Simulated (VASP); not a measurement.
# Sc2GeTe4 (C2/m) in VASP: notebook

The runs below take Sc2GeTe4 through single point, with PBE.

Program: VASP 6.6.1. These are calculated values, not measurements. Logs are shortened: lines on timing, memory, paths and dates and some standing lists are left out, and cuts for length are marked.

## (1) The cell of the first run

The structure is monoclinic, space group C2/m (No. 12). The conventional cell has a = 15.613 Å, b = 4.166 Å, c = 7.253 Å, α = 90.00°, β = 116.05°, γ = 90.00°. Within 4.0 Å of Sc (site symmetry m) lie 6 Te at 2.89 to 3.02 Å and 1 Ge at 3.64 Å and 2 Sc at 3.94 Å. Within 4.0 Å of Ge (site symmetry 2/m) lie 6 Te at 3.01 to 3.03 Å and 2 Sc at 3.64 Å. Within 3.8 Å of Te (site symmetry m) lie 3 Sc at 2.89 to 2.94 Å and 1 Ge at 3.01 Å. Within 4.5 Å of Te (site symmetry m) lie 3 Sc at 2.97 to 3.02 Å and 2 Ge at 3.03 Å and 12 Te at 4.01 to 4.40 Å.

## (2) Single point, PBE

The input, INCAR:

```
PREC = Accurate ; ENCUT = 520
EDIFF = 1E-6 ; ISMEAR = 0
SIGMA = 0.1 ; LREAL = F
LASPH = T ; NELM = 80
ALGO = Normal ; ISIF = 2
LWAVE = F ; LCHARG = F
GGA = PE ; NBANDS = 39
```

The input, KPOINTS:

```
Automatic mesh
0
Gamma
  4 2 4
```

The input, POSCAR:

```
Sc2GeTe4
1.0
    0.0000000000      4.1664296707      0.0000000000
   -3.1799487783      0.0000000000      6.5191115815
    7.8064092733     -2.0832148353     -0.0059384676
Sc Ge Te
2 1 4
Direct
    0.7412794151      0.7214387722      0.4825588301
    0.2587205849      0.2785612278      0.5174411699
    0.0000000000      0.0000000000      0.0000000000
    0.1224200106      0.4569375197      0.2448400212
    0.8775799894      0.5430624803      0.7551599788
    0.6361325461      0.9774010439      0.2722650922
    0.3638674539      0.0225989561      0.7277349078
```

Potentials or basis: VASP PAW PBE potentials, release 64 (Sc_sv, Ge_d, Te).

Run with:

```
> cat potpaw_PBE.64/Sc_sv/POTCAR potpaw_PBE.64/Ge_d/POTCAR potpaw_PBE.64/Te/POTCAR > POTCAR
> mpirun -np 1 vasp_std > vasp.out
```

OUTCAR:

```text
PREC = Accurate
   ENCUT = 520
   EDIFF = 1E-6
   ISMEAR = 0
   LREAL = F
   LASPH = T
   NELM = 80
   ISIF = 2
   GGA = PE

 ion  position               nearest neighbor table
   1  0.741  0.721  0.483-   4 2.89   4 2.89   5 2.94   6 2.97   7 3.02   7 3.02
   2  0.259  0.279  0.517-   5 2.89   5 2.89   4 2.94   7 2.97   6 3.02   6 3.02
   3  0.000  0.000  0.000-   4 3.01   5 3.01   6 3.03   7 3.03   6 3.03   7 3.03
   4  0.122  0.457  0.245-   1 2.89   1 2.89   2 2.94   3 3.01
   5  0.878  0.543  0.755-   2 2.89   2 2.89   1 2.94   3 3.01
   6  0.636  0.977  0.272-   1 2.97   2 3.02   2 3.02   3 3.03   3 3.03
   7  0.364  0.023  0.728-   2 2.97   1 3.02   1 3.02   3 3.03   3 3.03

  LATTYP: Found a base centered monoclinic cell.
 ALAT       =    15.6128230641
 B/A-ratio  =     0.2668594689
 C/A-ratio  =     0.4645755894
 COS(beta)  =    -0.4390954515

  Lattice vectors:

 A1 = (   7.8064092733,  -2.0832148353,  -0.0059384676)
 A2 = (   7.8064092733,   2.0832148354,  -0.0059384676)
 A3 = (  -3.1799487783,   0.0000000000,   6.5191115815)

Analysis of symmetry for initial positions (statically):
=====================================================================
 Subroutine PRICEL returns:
 Original cell was already a primitive cell.

 Routine SETGRP: Setting up the symmetry group for a
 base centered monoclinic supercell.

 Subroutine GETGRP returns: Found  4 space group operations
 (whereof  4 operations were pure point group operations)
 out of a pool of  4 trial point group operations.

The static configuration has the point symmetry C_2h.

Analysis of symmetry for dynamics (positions and initial velocities):
=====================================================================
 Subroutine PRICEL returns:
 Original cell was already a primitive cell.

 Routine SETGRP: Setting up the symmetry group for a
 base centered monoclinic supercell.

 Subroutine GETGRP returns: Found  4 space group operations
 (whereof  4 operations were pure point group operations)
 out of a pool of  4 trial point group operations.

The dynamic configuration has the point symmetry C_2h.

 Subroutine INISYM returns: Found  4 space group operations
 (whereof  4 operations are pure point group operations),
 and found     1 'primitive' translations

----------------------------------------------------------------------------------------

                                     Primitive cell

  volume of cell :     211.9545

  direct lattice vectors                    reciprocal lattice vectors
[... 92 lines left out ...]
   ISIF   =      2    stress and relaxation
   ISYM   =      2    0-nonsym 1-usesym 2-fastsym
   POTIM  = 0.5000    time-step for ionic-motion
   TEBEG  =    0.0;   TEEND  =   0.0 temperature during run
   PSTRESS=    0.0 pullay stress
   NELECT =      60.0000    total number of electrons
   NUPDOWN=      -1.0000    fix difference up-down
   EMIN   =  10.00;   EMAX   =-10.00  energy-range for DOS
   EFERMI =   0.00;   METHOD = LEGACY
   ISMEAR =     0;   SIGMA  =   0.10  broadening in eV -4-tet -1-fermi 0-gaus
   EFERMI_NEDOS =   21; number of points for ismear=-14 and -15
   IALGO  =     38    algorithm
   IMIX   =      4    mixing-type and parameters
     AMIX     =   0.40;   BMIX     =  1.00
     AMIX_MAG =   1.60;   BMIX_MAG =  1.00
  volume/ion in A,a.u.               =      30.28       204.33
  Fermi-wavevector in a.u.,A,eV,Ry     =   1.074924  2.031312 15.721006  1.155461
  Thomas-Fermi vector in A             =   2.210766
   LORBIT       =      0    0 simple, 1 ext, 2 COOP (PROOUT), +10 PAW based schemes
   GGA     = PE    functional components
   LHFCALC =     F    Hartree Fock is set to
   AEXX    =    0.0000 exact exchange contribution
   IVDW    =     0    specifies the selected vdW correction
   LEPSILON=     F    determine dielectric tensor
   LRPA    =     F    only Hartree local field effects (RPA)
 non-spin polarized calculation
 Gauss-broadening in eV      SIGMA  =   0.10
  energy-cutoff  :      520.00
  volume of cell :      211.95
 maximum number of plane-waves:      5728
 NGX is ok and might be reduce to    32

 number of electron      59.9999990 magnetization

 Free energy of the ion-electron system (eV)
  ---------------------------------------------------
  ext. energy  EPLUGINS =         0.00000000
  ---------------------------------------------------
  free energy    TOTEN  =       -35.66324347 eV

  energy without entropy =      -35.66290832  energy(sigma->0) =      -35.66307589

 E-fermi :   4.8417     XC(G=0):  -9.1773

 val. band max:        4.6864269123   @ k =   0.0000   0.0000   0.5000
 cond. band min:       5.0154802590   @ k =   0.5000   0.5000   0.0000
 fundamental gap:      0.3290533467
 Fermi energy:         4.8417029848

 k-point     1 :       0.0000    0.0000    0.0000
  band No.  band energies     occupation
      1     -45.3600      2.00000
      2     -45.3579      2.00000
      3     -23.9981      2.00000
      4     -23.9719      2.00000
      5     -23.9667      2.00000
      6     -23.9626      2.00000
[... 577 lines left out ...]
     38       7.0801      0.00000
     39       7.4351      0.00000

------------------------ aborting loop because EDIFF is reached ----------------------------------------

  FORCE on cell =-STRESS in cart. coord.  units (eV):
  Direction    XX          YY          ZZ          XY          YZ          ZX
  --------------------------------------------------------------------------------------
  -------------------------------------------------------------------------------------
  Total       -0.1077162      0.5163810      0.0035163     -0.0000000      0.0000000      0.0315631
  in kB       -0.8142335      3.9033567      0.0265799     -0.0000000      0.0000000      0.2385876
  external PRESSURE =       1.0385677 kB  Pullay stress =       0.0000000 kB

 VOLUME and BASIS-vectors are now :
 -----------------------------------------------------------------------------
  energy-cutoff  :      520.00
  volume of cell :      211.95
      direct lattice vectors                 reciprocal lattice vectors
     0.000000000  4.166429671  0.000000000     0.064073710  0.240013652  0.031254430
    -3.179948778  0.000000000  6.519111581     0.000116734  0.000000000  0.153452076
     7.806409273 -2.083214835 -0.005938468     0.128147420  0.000000000  0.062508860

 POSITION                                       TOTAL-FORCE (eV/Angst)
 -----------------------------------------------------------------------------------
      1.47291      2.08321      4.70027        -0.014324     -0.000000     -0.036033
      3.15355     -0.00000      1.81290         0.014324      0.000000      0.036033
      0.00000      0.00000      0.00000        -0.000000      0.000000      0.000000
      0.45828      0.00000      2.97737        -0.005890     -0.000000     -0.008653
      4.16818      2.08321      3.53580         0.005890      0.000000      0.008653
     -0.98267      2.08321      6.37017        -0.036717     -0.000000     -0.008798
      5.60913      0.00000      0.14300         0.036717      0.000000      0.008798
 -----------------------------------------------------------------------------------
    total drift:                                0.000000      0.000000      0.000000

  FREE ENERGIE OF THE ION-ELECTRON SYSTEM (eV)
  ---------------------------------------------------
  free  energy   TOTEN  =       -35.6632434703 eV

  energy  without entropy=      -35.6629083193  energy(sigma->0) =      -35.66307589
```

stdout:

```text
POSCAR found type information on POSCAR ScGeTe
 POSCAR found :  3 types and       7 ions
 scaLAPACK will be used
 LDA part: xc-table for (Slater+PW92), standard interpolation
 POSCAR, INCAR and KPOINTS ok, starting setup
 FFT: planning ... GRIDC
 FFT: planning ... GRID_SOFT
 FFT: planning ... GRID
 WAVECAR not read
 entering main loop
```

Run time: 2.4 min. Hardware: 1 thread of Oxide Virtual Turin-like, shared host; peak memory 0.35 GiB.

What came out:

```yaml
Free_energy: -35.6632 eV
Pressure: 0.1 GPa
Largest_force: 0.039 eV/Å
Band_gap_on_the_k_mesh: 0.33 eV (least direct gap 0.67 eV)
```

Forces in eV/Å, atoms in the order of the input:
```
Sc  -0.014  0.000 -0.036
Sc   0.014  0.000  0.036
Ge   0.000  0.000  0.000
Te  -0.006  0.000 -0.009
Te   0.006  0.000  0.009
Te  -0.037  0.000 -0.009
Te   0.037  0.000  0.009
```

Levels at points of the mesh, in eV from the valence-band top:
| k point | band 26 | band 27 | band 28 | band 29 | band 30 | band 31 | band 32 | band 33 | band 34 | band 35 |
| --- | --- | --- | --- | --- | --- | --- | --- | --- | --- | --- |
| (0.00, 0.00, 0.00) | -1.31 | -1.12 | -0.76 | -0.31 | -0.20 | 0.47 | 1.30 | 1.35 | 1.38 | 1.82 |
| (0.50, 0.00, 0.00) | -2.04 | -1.89 | -1.46 | -1.41 | -0.88 | 1.03 | 1.27 | 1.45 | 1.84 | 2.06 |
| (0.00, 0.50, 0.00) | -1.67 | -1.39 | -1.32 | -0.97 | -0.92 | 1.15 | 1.15 | 1.52 | 1.52 | 2.02 |
| (0.50, 0.50, 0.00) | -1.56 | -1.51 | -1.39 | -1.16 | -1.05 | 0.33 | 0.85 | 1.83 | 2.01 | 2.02 |
| (0.00, 0.00, 0.50) | -1.46 | -1.39 | -0.33 | -0.11 | 0.00 | 1.03 | 1.13 | 1.17 | 1.39 | 2.02 |
| (0.00, 0.50, 0.50) | -0.98 | -0.78 | -0.78 | -0.73 | -0.37 | 0.41 | 1.13 | 1.18 | 1.70 | 1.71 |

Caveat: the k points lie up to 0.43 Å⁻¹ apart; spin-orbit coupling is left out, which moves the levels of the heavy elements.

## (3) Single point, PBE

This run uses another cell than the first one, of the same volume but with other edges.

The input, INCAR:

```
PREC = Accurate
ENCUT = 520
EDIFF = 1E-6
ISMEAR = 0
SIGMA = 0.2
LREAL = False
LASPH = True
NELM = 60
ALGO = Normal
ISIF = 2
LWAVE = False
LCHARG = False
GGA = PE
NBANDS = 39
```

The input, KPOINTS:

```
Automatic mesh
0
Gamma
  4 4 3
```

The input, POSCAR:

```
Sc2GeTe4
1.0
    7.7688773492     -2.0938452153      0.0917949942
    7.7688773492      2.0938452153      0.0917949942
   -3.2365466868      0.0000000000      6.4652852913
Sc Ge Te
2 1 4
Direct
    0.7409658564      0.7409658564      0.7210075003
    0.2590341436      0.2590341436      0.2789924997
    0.0000000000      0.0000000000      0.0000000000
    0.1221741439      0.1221741439      0.4578420708
    0.8778258561      0.8778258561      0.5421579292
    0.6359370959      0.6359370959      0.9781634909
    0.3640629041      0.3640629041      0.0218365091
```

Potentials or basis: VASP PAW PBE potentials, release 64 (Sc_sv, Ge_d, Te).

Run with:

```
> cat potpaw_PBE.64/Sc_sv/POTCAR potpaw_PBE.64/Ge_d/POTCAR potpaw_PBE.64/Te/POTCAR > POTCAR
> mpirun -np 1 vasp_std > vasp.out
```

It took 6 min on 1 thread of Oxide Virtual Turin-like, shared host; peak memory 0.49 GiB.

The run converged. Its results:

- Free energy: -35.6810 eV
- Pressure: 0.1 GPa
- Largest force: 0.022 eV/Å
- Band gap on the k mesh: 0.47 eV (least direct gap 0.67 eV)

Forces on the atoms (eV/Å):
```
Sc  -0.015  0.000 -0.008
Sc   0.015  0.000  0.008
Ge   0.000  0.000  0.000
Te  -0.013  0.000 -0.004
Te   0.013  0.000  0.004
Te  -0.021  0.000 -0.008
Te   0.021  0.000  0.008
```

Levels at points of the mesh, in eV from the valence-band top:
```tsv
k point	band 27	band 28	band 29	band 30	band 31	band 32	band 33	band 34
(0.00, 0.00, 0.00)	-1.18	-0.74	-0.37	-0.19	0.48	1.28	1.35	1.38
(0.50, 0.00, 0.00)	-1.90	-1.46	-1.40	-0.86	1.04	1.27	1.46	1.85
(0.50, 0.50, 0.00)	-1.43	-0.35	-0.15	0.00	1.04	1.12	1.14	1.38
```

Caveat: spin-orbit coupling is left out, which moves the levels of the heavy elements. A k mesh can miss the band edges.
